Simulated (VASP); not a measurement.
# GaGe (F-43m) in VASP: further runs

The runs below take GaGe through single point, with PBE.

Everything below comes from runs of VASP 6.6.1. Logs are shortened: lines on timing, memory, paths and dates and some standing lists are left out, and cuts for length are marked.

**1. The cell of the first run**

It takes space group F-43m (No. 216, cubic). The conventional cell has a = 5.796 Å, b = 5.796 Å, c = 5.796 Å, α = 90.00°, β = 90.00°, γ = 90.00°. Within 3.3 Å of Ga (site symmetry -43m) lie 4 Ge at 2.51 Å. Within 3.3 Å of Ge (site symmetry -43m) lie 4 Ga at 2.51 Å.

**2. Single point, PBE**

File INCAR:

```
SYSTEM = GaGe
PREC = Accurate
ENCUT = 500
EDIFF = 1E-6
ISMEAR = 1
SIGMA = 0.1
LREAL = .FALSE.
LASPH = .TRUE.
NELM = 120
ALGO = Normal
ISIF = 2
LWAVE = .FALSE.
LCHARG = .FALSE.
GGA = PE
NBANDS = 20
GGA_COMPAT = .FALSE.
```

File KPOINTS:

```
regular mesh
0
G
  5 5 5
  0 0 0
```

File POSCAR:

```
GaGe
1.0
    0.0000000000      2.8978440000      2.8978440000
    2.8978440000      0.0000000000      2.8978440000
    2.8978440000      2.8978440000      0.0000000000
Ga Ge
1 1
Direct
    0.7500000000      0.7500000000      0.7500000000
    0.0000000000      0.0000000000      0.0000000000
```

Potentials or basis: VASP PAW PBE potentials, release 64 (Ga_d, Ge_d).

Command:

```
cat potpaw_PBE.64/Ga_d/POTCAR potpaw_PBE.64/Ge_d/POTCAR > POTCAR
mpirun -np 1 vasp_std > vasp.out
```

OUTCAR:

```text
SYSTEM = GaGe
   PREC = Accurate
   ENCUT = 500
   EDIFF = 1E-6
   ISMEAR = 1
   LREAL = .FALSE.
   LASPH = .TRUE.
   NELM = 120
   ISIF = 2
   GGA = PE

 ion  position               nearest neighbor table
   1  0.750  0.750  0.750-   2 2.51   2 2.51   2 2.51   2 2.51
   2  0.000  0.000  0.000-   1 2.51   1 2.51   1 2.51   1 2.51

  LATTYP: Found a face centered cubic cell.
 ALAT       =     5.7956880000

  Lattice vectors:

 A1 = (   0.0000000000,   2.8978440000,   2.8978440000)
 A2 = (   2.8978440000,   0.0000000000,   2.8978440000)
 A3 = (   2.8978440000,   2.8978440000,   0.0000000000)

Analysis of symmetry for initial positions (statically):
=====================================================================
 Subroutine PRICEL returns:
 Original cell was already a primitive cell.

 Routine SETGRP: Setting up the symmetry group for a
 face centered cubic supercell.

 Subroutine GETGRP returns: Found 24 space group operations
 (whereof 24 operations were pure point group operations)
 out of a pool of 48 trial point group operations.

The static configuration has the point symmetry T_d .

Analysis of symmetry for dynamics (positions and initial velocities):
=====================================================================
 Subroutine PRICEL returns:
 Original cell was already a primitive cell.

 Routine SETGRP: Setting up the symmetry group for a
 face centered cubic supercell.

 Subroutine GETGRP returns: Found 24 space group operations
 (whereof 24 operations were pure point group operations)
 out of a pool of 48 trial point group operations.

The dynamic configuration has the point symmetry T_d .

 Subroutine INISYM returns: Found 24 space group operations
 (whereof 24 operations are pure point group operations),
 and found     1 'primitive' translations

----------------------------------------------------------------------------------------

                                     Primitive cell

  volume of cell :      48.6693

  direct lattice vectors                    reciprocal lattice vectors
     0.000000000  2.897844000  2.897844000    -0.172542069  0.172542069  0.172542069
     2.897844000  0.000000000  2.897844000     0.172542069 -0.172542069  0.172542069
     2.897844000  2.897844000  0.000000000     0.172542069  0.172542069 -0.172542069

  length of vectors
     4.098170286  4.098170286  4.098170286     0.298851630  0.298851630  0.298851630

  position of ions in fractional coordinates (direct lattice)
     0.750000000  0.750000000  0.750000000
     0.000000000  0.000000000  0.000000000

  ion indices of the primitive-cell ions
   primitive index   ion index
                 1           1
                 2           2

----------------------------------------------------------------------------------------

 KPOINTS: regular mesh

Automatic generation of k-mesh.
 Grid dimensions read from file:
 generate k-points for:    5    5    5

 Generating k-lattice:

  Cartesian coordinates                     Fractional coordinates (reciprocal lattice)
    -0.034508414  0.034508414  0.034508414     0.200000000  0.000000000  0.000000000
     0.034508414 -0.034508414  0.034508414     0.000000000  0.200000000  0.000000000
     0.034508414  0.034508414 -0.034508414     0.000000000  0.000000000  0.200000000

  Length of vectors
     0.059770326  0.059770326  0.059770326

  Shift w.r.t. Gamma in fractional coordinates (k-lattice)
     0.000000000  0.000000000  0.000000000

 Subroutine IBZKPT returns following result:
 ===========================================

 Found     10 irreducible k-points:

 Following reciprocal coordinates:
            Coordinates               Weight
  0.000000  0.000000  0.000000      1.000000
  0.200000  0.000000  0.000000      8.000000
  0.400000  0.000000  0.000000      8.000000
  0.200000  0.200000  0.000000      6.000000
  0.400000  0.200000  0.000000     24.000000
 -0.400000  0.200000  0.000000     24.000000
 -0.200000  0.200000  0.000000     12.000000
  0.400000  0.400000  0.000000      6.000000
 -0.400000  0.400000  0.000000     12.000000
 -0.400000  0.400000  0.200000     24.000000
   k-points           NKPTS =     10   k-points in BZ     NKDIM =     10   number of bands    NBANDS=     20
   number of dos      NEDOS =    301   number of ions     NIONS =      2
   total plane-waves  NPLWV =  27000
   dimension x,y,z NGX =    30 NGY =   30 NGZ =   30
   dimension x,y,z NGXF=    60 NGYF=   60 NGZF=   60
   ions per type =               1   1
   NGX,Y,Z   is equivalent  to a cutoff of  12.17, 12.17, 12.17 a.u.
   NGXF,Y,Z  is equivalent  to a cutoff of  24.34, 24.34, 24.34 a.u.
 SYSTEM =  GaGe
   PREC   = accura    normal or accurate (medium, high low for compatibility)
   ISTART =      0    job   : 0-new  1-cont  2-samecut
   ICHARG =      2    charge: 1-file 2-atom 10-const
   ISPIN  =      1    spin polarized calculation?
   LNONCOLLINEAR =      F non collinear calculations
   LSORBIT =      F    spin-orbit coupling
   LASPH  =      T    aspherical Exc in radial PAW
   ENCUT  =  500.0 eV  36.75 Ry    6.06 a.u.   7.47  7.47  7.47*2*pi/ulx,y,z
   NELM   =    120;   NELMIN=  2; NELMDL= -5     # of ELM steps
   EDIFF  = 0.1E-05   stopping-criterion for ELM
   LREAL  =      F    real-space projection
   EDIFFG = 0.1E-04   stopping-criterion for IOM
   NSW    =      0    number of steps for IOM
   IBRION =     -1    ionic relax: 0-MD 1-quasi-New 2-CG
   NFREE  =      0    steps in history (QN), initial steepest desc. (CG)
   ISIF   =      2    stress and relaxation
   ISYM   =      2    0-nonsym 1-usesym 2-fastsym
   POTIM  = 0.5000    time-step for ionic-motion
   TEBEG  =    0.0;   TEEND  =   0.0 temperature during run
   PSTRESS=    0.0 pullay stress
   NELECT =      27.0000    total number of electrons
   NUPDOWN=      -1.0000    fix difference up-down
   EMIN   =  10.00;   EMAX   =-10.00  energy-range for DOS
   EFERMI =   0.00;   METHOD = LEGACY
   ISMEAR =     1;   SIGMA  =   0.10  broadening in eV -4-tet -1-fermi 0-gaus
   EFERMI_NEDOS =   21; number of points for ismear=-14 and -15
   IALGO  =     38    algorithm
   IMIX   =      4    mixing-type and parameters
     AMIX     =   0.40;   BMIX     =  1.00
     AMIX_MAG =   1.60;   BMIX_MAG =  1.00
  volume/ion in A,a.u.               =      24.33       164.22
  Fermi-wavevector in a.u.,A,eV,Ry     =   1.345172  2.542006 24.619567  1.809487
  Thomas-Fermi vector in A             =   2.473106
   LORBIT       =      0    0 simple, 1 ext, 2 COOP (PROOUT), +10 PAW based schemes
   GGA     = PE    functional components
   LHFCALC =     F    Hartree Fock is set to
   AEXX    =    0.0000 exact exchange contribution
   IVDW    =     0    specifies the selected vdW correction
   LEPSILON=     F    determine dielectric tensor
   LRPA    =     F    only Hartree local field effects (RPA)
 non-spin polarized calculation
 Methfessel and Paxton  Order N= 1 SIGMA  =   0.10
  energy-cutoff  :      500.00
  volume of cell :       48.67
 maximum number of plane-waves:      1251
 NGX is ok and might be reduce to    30
   NGX = 15   NGY = 15   NGZ = 15

 number of electron      26.9999991 magnetization

 Free energy of the ion-electron system (eV)
  ---------------------------------------------------
  ext. energy  EPLUGINS =         0.00000000
  ---------------------------------------------------
  free energy    TOTEN  =        -7.14773541 eV

  energy without entropy =       -7.14545380  energy(sigma->0) =       -7.14697487

 E-fermi :   3.0102     XC(G=0):  -9.5497

 val. band max:        2.9628718317   @ k =  -0.4000   0.2000   0.0000
 cond. band min:       3.2472642251   @ k =   0.2000   0.2000   0.0000
 fundamental gap:      0.2843923934
 Fermi energy:         3.0102093303

 k-point     1 :       0.0000    0.0000    0.0000
  band No.  band energies     occupation
      1     -20.8804      2.00000
      2     -20.8804      2.00000
      3     -20.8804      2.00000
      4     -20.8610      2.00000
      5     -20.8610      2.00000
      6     -11.2856      2.00000
[... 12 lines left out ...]
     19      10.7738      0.00000
     20      13.8232      0.00000

 k-point     2 :       0.2000    0.0000    0.0000
  band No.  band energies     occupation
      1     -20.8803      2.00000
      2     -20.8795      2.00000
      3     -20.8795      2.00000
      4     -20.8608      2.00000
      5     -20.8608      2.00000
      6     -11.2948      2.00000
[... 12 lines left out ...]
     19      12.3122      0.00000
     20      12.5553      0.00000

 k-point     3 :       0.4000    0.0000    0.0000
  band No.  band energies     occupation
      1     -20.8803      2.00000
      2     -20.8782      2.00000
      3     -20.8782      2.00000
      4     -20.8602      2.00000
      5     -20.8602      2.00000
      6     -11.3099      2.00000
[... 12 lines left out ...]
     19      13.1014      0.00000
     20      14.1654      0.00000

 k-point     4 :       0.2000    0.2000    0.0000
  band No.  band energies     occupation
      1     -20.8816      2.00000
      2     -20.8785      2.00000
      3     -20.8785      2.00000
      4     -20.8616      2.00000
      5     -20.8599      2.00000
      6     -11.3038      2.00000
[... 12 lines left out ...]
     19      11.0704      0.00000
     20      13.4585      0.00000

 k-point     5 :       0.4000    0.2000    0.0000
  band No.  band energies     occupation
      1     -20.8814      2.00000
      2     -20.8775      2.00000
      3     -20.8771      2.00000
      4     -20.8616      2.00000
      5     -20.8592      2.00000
      6     -11.3154      2.00000
[... 12 lines left out ...]
     19      13.9215      0.00000
     20      14.6319      0.00000

 k-point     6 :      -0.4000    0.2000    0.0000
  band No.  band energies     occupation
      1     -20.8799      2.00000
      2     -20.8780      2.00000
      3     -20.8771      2.00000
      4     -20.8606      2.00000
      5     -20.8597      2.00000
      6     -11.3159      2.00000
[... 12 lines left out ...]
     19      12.7128      0.00000
     20      13.6895      0.00000

 k-point     7 :      -0.2000    0.2000    0.0000
  band No.  band energies     occupation
      1     -20.8801      2.00000
      2     -20.8785      2.00000
      3     -20.8784      2.00000
      4     -20.8608      2.00000
      5     -20.8601      2.00000
      6     -11.3062      2.00000
[... 12 lines left out ...]
     19      11.6555      0.00000
     20      14.1132      0.00000

 k-point     8 :       0.4000    0.4000    0.0000
  band No.  band energies     occupation
      1     -20.8835      2.00000
      2     -20.8754      2.00000
      3     -20.8754      2.00000
      4     -20.8627      2.00000
      5     -20.8580      2.00000
      6     -11.3299      2.00000
[... 12 lines left out ...]
     19      14.0295      0.00000
     20      16.3513      0.00000

 k-point     9 :      -0.4000    0.4000    0.0000
  band No.  band energies     occupation
      1     -20.8823      2.00000
      2     -20.8760      2.00000
      3     -20.8754      2.00000
      4     -20.8622      2.00000
      5     -20.8583      2.00000
      6     -11.3277      2.00000
[... 12 lines left out ...]
     19      13.2567      0.00000
     20      14.6850      0.00000

 k-point    10 :      -0.4000    0.4000    0.2000
  band No.  band energies     occupation
      1     -20.8807      2.00000
      2     -20.8779      2.00000
      3     -20.8755      2.00000
      4     -20.8615      2.00000
      5     -20.8589      2.00000
      6     -11.3214      2.00000
[... 12 lines left out ...]
     19      13.4119      0.00000
     20      14.8452      0.00000

------------------------ aborting loop because EDIFF is reached ----------------------------------------

  FORCE on cell =-STRESS in cart. coord.  units (eV):
  Direction    XX          YY          ZZ          XY          YZ          ZX
  --------------------------------------------------------------------------------------
  -------------------------------------------------------------------------------------
  Total       -0.0539201     -0.0539201     -0.0539201      0.0000000      0.0000000      0.0000000
  in kB       -1.7750322     -1.7750322     -1.7750322      0.0000000      0.0000000      0.0000000
  external PRESSURE =      -1.7750322 kB  Pullay stress =       0.0000000 kB

 VOLUME and BASIS-vectors are now :
 -----------------------------------------------------------------------------
  energy-cutoff  :      500.00
  volume of cell :       48.67
      direct lattice vectors                 reciprocal lattice vectors
     0.000000000  2.897844000  2.897844000    -0.172542069  0.172542069  0.172542069
     2.897844000  0.000000000  2.897844000     0.172542069 -0.172542069  0.172542069
     2.897844000  2.897844000  0.000000000     0.172542069  0.172542069 -0.172542069

 POSITION                                       TOTAL-FORCE (eV/Angst)
 -----------------------------------------------------------------------------------
      4.34677      4.34677      4.34677        -0.000000     -0.000000     -0.000000
      0.00000      0.00000      0.00000         0.000000      0.000000      0.000000
 -----------------------------------------------------------------------------------
    total drift:                               -0.000000     -0.000000     -0.000000

  FREE ENERGIE OF THE ION-ELECTRON SYSTEM (eV)
  ---------------------------------------------------
  free  energy   TOTEN  =        -7.1477354085 eV

  energy  without entropy=       -7.1454538018  energy(sigma->0) =       -7.14697487
```

Wall time 9.8 s (1 thread of Intel Xeon 6975P-C, shared host); peak memory 0.16 GiB.

What came out:

- Free energy: -7.1477 eV
- Pressure: -0.2 GPa

Caveat: the k points lie up to 0.38 Å⁻¹ apart.

**3. Single point, PBE**

File INCAR:

```
SYSTEM = GaGe
ALGO = Normal ; EDIFF = 1E-6
ENCUT = 500 ; GGA = PE
GGA_COMPAT = .FALSE. ; ISIF = 2
ISMEAR = 1 ; LASPH = .TRUE.
LCHARG = .FALSE. ; LREAL = .FALSE.
LWAVE = .FALSE. ; NBANDS = 20
NELM = 120 ; PREC = Accurate
SIGMA = 0.1
```

File KPOINTS:

```
k-points
0
G
  6 6 6
  0 0 0
```

POSCAR is that of step 2.

Potentials or basis: VASP PAW PBE potentials, release 64 (Ga_d, Ge_d).

Command:

```
cat potpaw_PBE.64/Ga_d/POTCAR potpaw_PBE.64/Ge_d/POTCAR > POTCAR
mpirun -np 1 vasp_std > vasp.out
```

Wall time 14 s (1 thread of Intel Xeon 6975P-C, shared host); peak memory 0.17 GiB.

Results (log left out):

```
Free energy : -7.1171 eV
Pressure    : 0.1 GPa
```

Levels at points of the mesh, in eV from the Fermi level:
| k point | band 9 | band 10 | band 11 | band 12 | band 13 | band 14 | band 15 | band 16 | band 17 | band 18 |
| --- | --- | --- | --- | --- | --- | --- | --- | --- | --- | --- |
| (0.00, 0.00, 0.00) | -14.17 | -14.17 | -10.42 | 1.80 | 1.80 | 1.80 | 2.18 | 4.48 | 4.48 | 4.48 |
| (0.50, 0.00, 0.00) | -14.17 | -14.17 | -8.46 | -5.25 | 0.50 | 0.50 | 2.18 | 5.47 | 5.47 | 8.32 |
| (0.50, 0.50, 0.00) | -14.19 | -14.17 | -7.40 | -5.69 | -1.13 | -1.13 | 2.45 | 2.55 | 11.14 | 11.14 |
